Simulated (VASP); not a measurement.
Wanted: the native input for a VASP 6.6.1 run.

```yaml
Task: single point
Functional: PBE
Potentials_or_basis: VASP PAW PBE potentials, release 64 (Cd, In_d, O)
Cutoff: 520 eV
k_mesh: 4 × 4 × 4
Occupations: gaussian, width 0.1 eV
Spin: no spin polarisation
Dipole_correction: no
Further_INCAR_settings: ALGO = Normal; EDIFF = 1e-06; NBANDS = 34
```

The structure of CdInO4 lies in POSCAR:

```
CdInO4
1.0
    4.2710756000      0.0000000000      0.0000000000
    0.0000000000      4.2710756000      0.0000000000
    0.0000000000      0.0000000000      6.7159523700
Cd In O
1 1 4
Direct
    0.5000000000      0.5000000000      0.5000000000
    0.0000000000      0.0000000000      0.0000000000
    0.0000000000      0.0000000000      0.6788081900
    0.5000000000      0.0000000000      0.0000000000
    0.0000000000      0.5000000000      0.0000000000
    0.0000000000      0.0000000000      0.3211918100
```

These files were run (other wordings do the same):

INCAR

```
SYSTEM = CdInO4
ALGO = Normal
EDIFF = 1E-6
ENCUT = 520
GGA = PE
ISIF = 2
ISMEAR = 0
LASPH = .True.
LCHARG = .True.
LELF = .True.
LREAL = .False.
LVHAR = .True.
LWAVE = .False.
NBANDS = 34
NELM = 80
PREC = Accurate
SIGMA = 0.1
```

KPOINTS

```
k-points
0
Gamma
  4 4 4
  0 0 0
```

Potentials or basis: VASP PAW PBE potentials, release 64 (Cd, In_d, O).

Command:

```sh
$ cat potpaw_PBE.64/Cd/POTCAR potpaw_PBE.64/In_d/POTCAR potpaw_PBE.64/O/POTCAR > POTCAR
$ mpirun -np 1 vasp_std > vasp.out
```

Results of the run:

The pressure is -8.6 GPa, the largest force is 0.892 eV/Å and the band gap on the k mesh is zero (an odd number of electrons rules out a gap without spin polarisation).

Caveat: the k points lie up to 0.37 Å⁻¹ apart, too coarse for converged energies and pressures of a metal; spin-orbit coupling is left out, which moves the levels of the heavy elements; an odd number of electrons without spin polarisation forces a metal; a magnetic or distorted state may lie lower.

Run time: 52 s on 1 thread of Intel(R) Xeon(R) Platinum 8488C (Sapphire Rapids), with other jobs on the host, peak memory 0.25 GiB.
